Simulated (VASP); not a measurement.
# BP2 (P3m1) in VASP: notebook

The runs below take BP2 through single point, relaxation of cell and atoms, with PBE.

Program: VASP 6.6.1. These are calculated values, not measurements. Logs are shortened: lines on timing, memory, paths and dates and some standing lists are left out, and cuts for length are marked.

## Step 1: The cell of the first run

It takes space group P3m1 (No. 156, trigonal). Conventional cell: a = 3.267 Å, b = 3.267 Å, c = 8.863 Å, α = 90.00°, β = 90.00°, γ = 120.00°. B (site symmetry 3m) has 4 P at 1.98 to 1.99 Å within 2.6 Å. Within 2.6 Å of B (site symmetry 3m) lie 4 P at 1.98 to 1.99 Å. P (site symmetry 3m) has 1 B at 1.98 Å and 3 P at 2.23 Å within 2.6 Å. P (site symmetry 3m) has 4 B at 1.98 to 1.99 Å within 2.6 Å. Within 2.6 Å of P (site symmetry 3m) lie 3 B at 1.99 Å. Within 2.9 Å of P (site symmetry 3m) lie 3 P at 2.23 Å.

## Step 2: Single point, PBE

Contents of INCAR:

```
  PREC = Accurate
  ENCUT = 520
  EDIFF = 1E-6
  ISMEAR = 0
  SIGMA = 0.2
  LREAL = F
  LASPH = T
  NELM = 100
  ALGO = Normal
  ISIF = 2
  LWAVE = F
  LCHARG = F
  GGA = PE
  NBANDS = 22
```

Contents of KPOINTS:

```
regular mesh
0
Gamma
  6 6 2
```

Contents of POSCAR:

```
BP2
1.0
    3.2674469811      0.0000000000      0.0000000000
   -1.6337234906      2.8296920912      0.0000000000
    0.0000000000      0.0000000000      8.8629126941
B P
2 4
Direct
    0.0000000000      0.0000000000      0.3369813986
    0.6666666667      0.3333333333      0.0419153596
    0.0000000000      0.0000000000      0.5599270315
    0.6666666667      0.3333333333      0.2649263544
    0.3333333333      0.6666666667     -0.0306383778
    0.6666666667      0.3333333333      0.6938882337
```

Potentials or basis: VASP PAW PBE potentials, release 64 (B, P).

Started as:

```console
> cat potpaw_PBE.64/B/POTCAR potpaw_PBE.64/P/POTCAR > POTCAR
> mpirun -np 1 vasp_std > vasp.out
```

OUTCAR:

```text
PREC = Accurate
   ENCUT = 520
   EDIFF = 1E-6
   ISMEAR = 0
   LREAL = F
   LASPH = T
   NELM = 100
   ISIF = 2
   GGA = PE

 ion  position               nearest neighbor table
   1  0.000  0.000  0.337-   3 1.98   4 1.99   4 1.99   4 1.99
   2  0.667  0.333  0.042-   4 1.98   5 1.99   5 1.99   5 1.99
   3  0.000  0.000  0.560-   1 1.98   6 2.23   6 2.23   6 2.23
   4  0.667  0.333  0.265-   2 1.98   1 1.99   1 1.99   1 1.99
   5  0.333  0.667  0.969-   2 1.99   2 1.99   2 1.99
   6  0.667  0.333  0.694-   3 2.23   3 2.23   3 2.23

  LATTYP: Found a hexagonal cell.
 ALAT       =     3.2674469811
 C/A-ratio  =     2.7124886021

  Lattice vectors:

 A1 = (   3.2674469811,   0.0000000000,   0.0000000000)
 A2 = (  -1.6337234906,   2.8296920912,   0.0000000000)
 A3 = (   0.0000000000,   0.0000000000,   8.8629126941)

Analysis of symmetry for initial positions (statically):
=====================================================================
 Subroutine PRICEL returns:
 Original cell was already a primitive cell.

 Routine SETGRP: Setting up the symmetry group for a
 hexagonal supercell.

 Subroutine GETGRP returns: Found  6 space group operations
 (whereof  6 operations were pure point group operations)
 out of a pool of 24 trial point group operations.

The static configuration has the point symmetry C_3v.

Analysis of symmetry for dynamics (positions and initial velocities):
=====================================================================
 Subroutine PRICEL returns:
 Original cell was already a primitive cell.

 Routine SETGRP: Setting up the symmetry group for a
 hexagonal supercell.

 Subroutine GETGRP returns: Found  6 space group operations
 (whereof  6 operations were pure point group operations)
 out of a pool of 24 trial point group operations.

The dynamic configuration has the point symmetry C_3v.

 Subroutine INISYM returns: Found  6 space group operations
 (whereof  6 operations are pure point group operations),
 and found     1 'primitive' translations

----------------------------------------------------------------------------------------

                                     Primitive cell

  volume of cell :      81.9453

  direct lattice vectors                    reciprocal lattice vectors
     3.267446981  0.000000000  0.000000000     0.306049342  0.176697670  0.000000000
    -1.633723491  2.829692091  0.000000000     0.000000000  0.353395340  0.000000000
     0.000000000  0.000000000  8.862912694     0.000000000  0.000000000  0.112829725

  length of vectors
     3.267446981  3.267446981  8.862912694     0.353395340  0.353395340  0.112829725

  position of ions in fractional coordinates (direct lattice)
     0.000000000  0.000000000  0.336981399
     0.666666667  0.333333333  0.041915360
     0.000000000  0.000000000  0.559927032
     0.666666667  0.333333333  0.264926354
     0.333333333  0.666666667  0.969361622
     0.666666667  0.333333333  0.693888234

  ion indices of the primitive-cell ions
   primitive index   ion index
                 1           1
                 2           2
                 3           3
                 4           4
                 5           5
                 6           6

----------------------------------------------------------------------------------------

 KPOINTS: regular mesh

Automatic generation of k-mesh.
 Grid dimensions read from file:
 generate k-points for:    6    6    2

 Generating k-lattice:

  Cartesian coordinates                     Fractional coordinates (reciprocal lattice)
     0.051008224  0.029449612  0.000000000     0.166666667  0.000000000  0.000000000
     0.000000000  0.058899223  0.000000000     0.000000000  0.166666667  0.000000000
     0.000000000  0.000000000  0.056414862     0.000000000  0.000000000  0.500000000

  Length of vectors
     0.058899223  0.058899223  0.056414862

  Shift w.r.t. Gamma in fractional coordinates (k-lattice)
     0.000000000  0.000000000  0.000000000

 Subroutine IBZKPT returns following result:
 ===========================================

 Found     14 irreducible k-points:

 Following reciprocal coordinates:
            Coordinates               Weight
  0.000000  0.000000  0.000000      1.000000
  0.166667  0.000000  0.000000      6.000000
  0.333333  0.000000  0.000000      6.000000
  0.500000 -0.000000  0.000000      3.000000
  0.166667  0.166667  0.000000      6.000000
  0.333333  0.166667  0.000000     12.000000
  0.333333  0.333333  0.000000      2.000000
  0.000000  0.000000  0.500000      1.000000
  0.166667  0.000000  0.500000      6.000000
  0.333333  0.000000  0.500000      6.000000
  0.500000 -0.000000  0.500000      3.000000
  0.166667  0.166667  0.500000      6.000000
  0.333333  0.166667  0.500000     12.000000
  0.333333  0.333333  0.500000      2.000000
   k-points           NKPTS =     14   k-points in BZ     NKDIM =     14   number of bands    NBANDS=     22
   number of dos      NEDOS =    301   number of ions     NIONS =      6
   total plane-waves  NPLWV =  40320
   dimension x,y,z NGX =    24 NGY =   24 NGZ =   70
   dimension x,y,z NGXF=    48 NGYF=   48 NGZF=  140
   ions per type =               2   4
   NGX,Y,Z   is equivalent  to a cutoff of  12.21, 12.21, 13.13 a.u.
   NGXF,Y,Z  is equivalent  to a cutoff of  24.42, 24.42, 26.26 a.u.
 SYSTEM =  unknown system
   PREC   = accura    normal or accurate (medium, high low for compatibility)
   ISTART =      0    job   : 0-new  1-cont  2-samecut
   ICHARG =      2    charge: 1-file 2-atom 10-const
   ISPIN  =      1    spin polarized calculation?
   LNONCOLLINEAR =      F non collinear calculations
   LSORBIT =      F    spin-orbit coupling
   LASPH  =      T    aspherical Exc in radial PAW
   ENCUT  =  520.0 eV  38.22 Ry    6.18 a.u.   6.08  6.08 16.48*2*pi/ulx,y,z
   NELM   =    100;   NELMIN=  2; NELMDL= -5     # of ELM steps
   EDIFF  = 0.1E-05   stopping-criterion for ELM
   LREAL  =      F    real-space projection
[... 7 lines left out ...]
   TEBEG  =    0.0;   TEEND  =   0.0 temperature during run
   PSTRESS=    0.0 pullay stress
   NELECT =      26.0000    total number of electrons
   NUPDOWN=      -1.0000    fix difference up-down
   EMIN   =  10.00;   EMAX   =-10.00  energy-range for DOS
   EFERMI =   0.00;   METHOD = LEGACY
   ISMEAR =     0;   SIGMA  =   0.20  broadening in eV -4-tet -1-fermi 0-gaus
   EFERMI_NEDOS =   21; number of points for ismear=-14 and -15
   IALGO  =     38    algorithm
   IMIX   =      4    mixing-type and parameters
     AMIX     =   0.40;   BMIX     =  1.00
     AMIX_MAG =   1.60;   BMIX_MAG =  1.00
  volume/ion in A,a.u.               =      13.66        92.17
  Fermi-wavevector in a.u.,A,eV,Ry     =   1.116584  2.110037 16.963183  1.246759
  Thomas-Fermi vector in A             =   2.253199
   LORBIT       =      0    0 simple, 1 ext, 2 COOP (PROOUT), +10 PAW based schemes
   GGA     = PE    functional components
   LHFCALC =     F    Hartree Fock is set to
   AEXX    =    0.0000 exact exchange contribution
   IVDW    =     0    specifies the selected vdW correction
   LEPSILON=     F    determine dielectric tensor
   LRPA    =     F    only Hartree local field effects (RPA)
 non-spin polarized calculation
 Gauss-broadening in eV      SIGMA  =   0.20
  energy-cutoff  :      520.00
  volume of cell :       81.95
 maximum number of plane-waves:      2238
   NGX = 13   NGY = 13   NGZ = 33

 number of electron      25.9999995 magnetization

 Free energy of the ion-electron system (eV)
  ---------------------------------------------------
  ext. energy  EPLUGINS =         0.00000000
  ---------------------------------------------------
  free energy    TOTEN  =       -35.51723200 eV

  energy without entropy =      -35.49068108  energy(sigma->0) =      -35.50395654

 E-fermi :   7.8276     XC(G=0): -10.6727

 val. band max:        7.8121876848   @ k =   0.5000  -0.0000   0.0000
 cond. band min:       8.1367166914   @ k =   0.3333   0.3333   0.0000
 fundamental gap:      0.3245290066
 Fermi energy:         7.8275980359

 k-point     1 :       0.0000    0.0000    0.0000
  band No.  band energies     occupation
      1      -8.8142      2.00000
      2      -6.9701      2.00000
      3      -5.5888      2.00000
      4      -1.4192      2.00000
      5       0.4301      2.00000
      6       5.1466      2.00000
[... 14 lines left out ...]
     21      12.1921      0.00000
     22      12.1921      0.00000

 k-point     2 :       0.1667    0.0000    0.0000
  band No.  band energies     occupation
      1      -8.3697      2.00000
      2      -6.5526      2.00000
      3      -5.1750      2.00000
      4      -1.2017      2.00000
      5       0.7659      2.00000
      6       2.7896      2.00000
[... 14 lines left out ...]
     21      13.4757      0.00000
     22      13.6701      0.00000

 k-point     3 :       0.3333    0.0000    0.0000
  band No.  band energies     occupation
      1      -7.0896      2.00000
      2      -5.3703      2.00000
      3      -4.0257      2.00000
      4      -1.8120      2.00000
      5       0.1327      2.00000
      6       0.9580      2.00000
[... 14 lines left out ...]
     21      13.7349      0.00000
     22      14.5747      0.00000
[... 226 lines left out ...]
 k-point    13 :       0.3333    0.1667    0.5000
  band No.  band energies     occupation
      1      -5.9066      2.00000
      2      -4.5133      2.00000
      3      -3.0677      2.00000
      4      -2.7838      2.00000
      5      -0.7697      2.00000
      6       0.4206      2.00000
[... 14 lines left out ...]
     21      13.6512      0.00000
     22      14.6576      0.00000

 k-point    14 :       0.3333    0.3333    0.5000
  band No.  band energies     occupation
      1      -4.5904      2.00000
      2      -4.0902      2.00000
      3      -3.6204      2.00000
      4      -2.3958      2.00000
      5      -1.0527      2.00000
      6      -0.0429      2.00000
[... 14 lines left out ...]
     21      14.9500      0.00000
     22      15.6312      0.00000

------------------------ aborting loop because EDIFF is reached ----------------------------------------

  FORCE on cell =-STRESS in cart. coord.  units (eV):
  Direction    XX          YY          ZZ          XY          YZ          ZX
  --------------------------------------------------------------------------------------
  -------------------------------------------------------------------------------------
  Total       -0.1427041     -0.1427041     -0.0802136      0.0000000      0.0000000      0.0000000
  in kB       -2.7901189     -2.7901189     -1.5683191      0.0000000      0.0000000      0.0000000
  external PRESSURE =      -2.3828523 kB  Pullay stress =       0.0000000 kB

 VOLUME and BASIS-vectors are now :
 -----------------------------------------------------------------------------
  energy-cutoff  :      520.00
  volume of cell :       81.95
      direct lattice vectors                 reciprocal lattice vectors
     3.267446981  0.000000000  0.000000000     0.306049342  0.176697670  0.000000000
    -1.633723491  2.829692091  0.000000000     0.000000000  0.353395340  0.000000000
     0.000000000  0.000000000  8.862912694     0.000000000  0.000000000  0.112829725

 POSITION                                       TOTAL-FORCE (eV/Angst)
 -----------------------------------------------------------------------------------
      0.00000      0.00000      2.98664         0.000000     -0.000000      0.003309
      1.63372      0.94323      0.37149         0.000000     -0.000000      0.008209
      0.00000      0.00000      4.96258         0.000000     -0.000000      0.025725
      1.63372      0.94323      2.34802        -0.000000      0.000000     -0.002958
     -0.00000      1.88646      8.59137        -0.000000     -0.000000      0.002723
      1.63372      0.94323      6.14987         0.000000     -0.000000     -0.037008
 -----------------------------------------------------------------------------------
    total drift:                               -0.000000     -0.000000      0.000085

  FREE ENERGIE OF THE ION-ELECTRON SYSTEM (eV)
  ---------------------------------------------------
  free  energy   TOTEN  =       -35.5172319962 eV

  energy  without entropy=      -35.4906810786  energy(sigma->0) =      -35.50395654
```

Wall time 15 s (1 thread of AMD EPYC 9R45 (Zen 5), shared host); peak memory 0.16 GiB.

What came out:

* Free energy: -35.5172 eV
* Pressure: -0.2 GPa
* Largest force: 0.037 eV/Å
* Band gap on the k mesh: zero (bands 13 and 14 overlap by 1.69 eV)

Forces in eV/Å, atoms in the order of the input:
```
B    0.000  0.000  0.003
B    0.000  0.000  0.008
P    0.000  0.000  0.026
P    0.000  0.000 -0.003
P    0.000  0.000  0.003
P    0.000  0.000 -0.037
```

Levels at points of the mesh, in eV from the Fermi level:
```tsv
k point	band 10	band 11	band 12	band 13	band 14	band 15	band 16	band 17
(0.00, 0.00, 0.00)	-1.72	-0.95	-0.95	-0.15	1.72	1.78	1.78	3.04
(0.50, 0.00, 0.00)	-3.88	-3.79	-2.81	-2.45	-0.02	1.61	2.08	2.68
(0.00, 0.00, 0.50)	-1.84	-0.81	-0.81	1.56	1.61	1.61	1.64	2.91
(0.50, 0.00, 0.50)	-3.99	-2.84	-2.61	-1.52	-0.13	0.79	1.55	2.12
```

Caveat: the k points lie up to 0.37 Å⁻¹ apart, too coarse for converged energies and pressures of a metal.

## Step 3: Relaxation of cell and atoms, PBE

This run uses another cell than the first one, of 14.67 Å³/atom.

Contents of INCAR:

```
SYSTEM = BP2
PREC = Accurate
ENCUT = 600
EDIFF = 1E-6
ISMEAR = 0
SIGMA = 0.2
LREAL = .FALSE.
LASPH = .TRUE.
NELM = 80
ALGO = Normal
ISIF = 3
LWAVE = .FALSE.
LCHARG = .FALSE.
GGA = PE
IBRION = 2
NSW = 36
EDIFFG = -0.08
```

Contents of KPOINTS:

```
Automatic mesh
0
G
  6 6 2
  0 0 0
```

Contents of POSCAR:

```
BP2
1.0
    3.2200000000      0.0000000000      0.0000000000
   -1.6100000000      2.7886018000      0.0000000000
    0.0000000000      0.0000000000      9.8000000000
B P
2 4
Direct
    0.0000000000      0.0000000000      0.3340000000
    0.6666666700      0.3333333300      0.0670000000
    0.0000000000      0.0000000000      0.5350000000
    0.6666666700      0.3333333300      0.2670000000
    0.3333333300      0.6666666700      0.0000000000
    0.6666666700      0.3333333300      0.6640000000
```

Potentials or basis: VASP PAW PBE potentials, release 64 (B, P).

Started as:

```console
> cat potpaw_PBE.64/B/POTCAR potpaw_PBE.64/P/POTCAR > POTCAR
> mpirun -np 1 vasp_std > vasp.out
```

Wall time 3.5 min (1 thread of AMD EPYC 9R45 (Zen 5), shared host); peak memory 0.21 GiB.

Results (log left out):

```yaml
Free_energy: -35.5206 eV
Relaxed_volume: 13.67 Å³/atom
Relaxed_cell: a = 3.265 Å, b = 3.265 Å, c = 8.885 Å, α = 90.00°, β = 90.00°, γ = 120.00°
Space_group_after_relaxing_to_0.1_Å: P3m1 (No. 156)
Energy_gained_by_relaxing: 45.7 meV/atom
Ionic_steps: 22
Pressure_after_relaxing: 0.0 GPa
Largest_force_after_relaxing: 0.077 eV/Å
Band_gap_on_the_k_mesh: zero (bands 13 and 14 overlap by 1.66 eV)
```

Forces on the atoms (eV/Å):
```
B    0.000  0.000  0.016
B    0.000  0.000 -0.077
P    0.000  0.000  0.001
P    0.000  0.000 -0.007
P    0.000  0.000  0.003
P    0.000  0.000  0.064
```

Step by step:
```csv
step,energy change (eV),largest force (eV/Å),pressure (GPa),volume (Å³)
1,0.0000,0.8351,0.35,88.00
2,-0.0812,0.3471,-0.06,88.38
3,-0.0892,0.3889,-0.24,88.55
4,-0.0893,0.3709,-0.22,88.53
5,-0.1028,0.2674,-0.56,88.33
6,-0.1032,0.3102,-0.62,88.28
7,-0.1166,0.3217,-0.11,87.47
8,-0.1439,0.5431,1.60,85.06
9,-0.1190,1.0367,6.05,80.35
10,-0.1473,0.6973,2.79,83.70
11,-0.1515,0.6998,2.75,83.61
12,-0.1637,0.7046,2.67,83.32
13,-0.1862,0.7059,2.53,82.75
14,-0.2193,0.6617,2.42,81.60
15,-0.1955,0.9003,2.83,79.31
16,-0.2272,0.6029,2.50,80.94
17,-0.2466,0.4616,1.35,81.52
18,-0.2644,0.2877,-1.24,82.97
19,-0.2645,0.2977,-1.08,82.87
20,-0.2691,0.1987,-0.77,82.62
21,-0.2733,0.1278,0.00,82.06
22,-0.2739,0.0768,0.03,82.01
```

Final structure:
```
CELL_PARAMETERS angstrom
3.26469 0.00000 0.00000
-1.63234 2.82730 0.00000
0.00000 0.00000 8.88495
ATOMIC_POSITIONS crystal
B 0.00000 0.00000 0.33688
B 0.66667 0.33333 0.04318
P 0.00000 0.00000 0.55902
P 0.66667 0.33333 0.26523
P 0.33333 0.66667 0.97064
P 0.66667 0.33333 0.69205
```

Levels at points of the mesh, in eV from the Fermi level:
```
           k point  band 9  band 10  band 11  band 12  band 13  band 14  band 15  band 16  band 17
(0.00, 0.00, 0.00)   -1.72    -1.72    -0.90    -0.90    -0.16     1.71     1.78     1.78     3.06
(0.50, 0.00, 0.00)   -4.64    -3.89    -3.80    -2.76    -2.39    -0.04     1.62     2.06     2.74
(0.00, 0.00, 0.50)   -1.82    -1.82    -0.77    -0.77     1.52     1.62     1.62     1.65     2.93
(0.50, 0.00, 0.50)   -4.79    -3.97    -2.86    -2.58    -1.47    -0.14     0.77     1.58     2.14
```

Caveat: the k points lie up to 0.37 Å⁻¹ apart in the final cell, too coarse for converged energies and pressures of a metal; the relaxation stopped at a loose force limit of 0.08 eV/Å, so its end isn't a converged minimum.
